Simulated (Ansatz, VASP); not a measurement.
**One calculation of CsSnI3, two programs**

```
Cs Sn I
1.0
     6.11261    0.00000    0.00000
     0.00000    6.11261    0.00000
     0.00000    0.00000    6.11261
Cs Sn I
1 1 3
Direct
  0.00000 0.00000 0.00000
  0.50000 0.50000 0.50000
  0.00000 0.50000 0.50000
  0.50000 0.00000 0.50000
  0.50000 0.50000 0.00000
```

Change from the starting cell: strain -0.015 along x and y, -0.015 along z, atoms carried along.

Alike in both runs: task single point; functional PBE; k mesh 6 × 6 × 6; occupations gaussian, width 0.03 eV; no spin polarisation.

```csv
,VASP,Ansatz
version,VASP 6.6.1,Ansatz 0.2.0
potentials or method,"VASP PAW PBE potentials, release 64 (Cs_sv, Sn_d, I), cutoff 520 eV","scalar-relativistic, plane waves, PAW"
valence electrons in the cell,44,74
```

```tsv
	VASP	Ansatz	Ansatz less VASP
gap on the k mesh at the Fermi level (eV)	0.10	0.10	+0.006
least direct gap on the mesh (eV)	0.10	0.10	+0.006
pressure (GPa)	1.6	1.6	0.00
```

VASP's potentials hold 44 valence electrons a cell and Ansatz's 74, so a difference there can come from the potentials and not from the codes.

Neither program's run includes spin-orbit coupling.
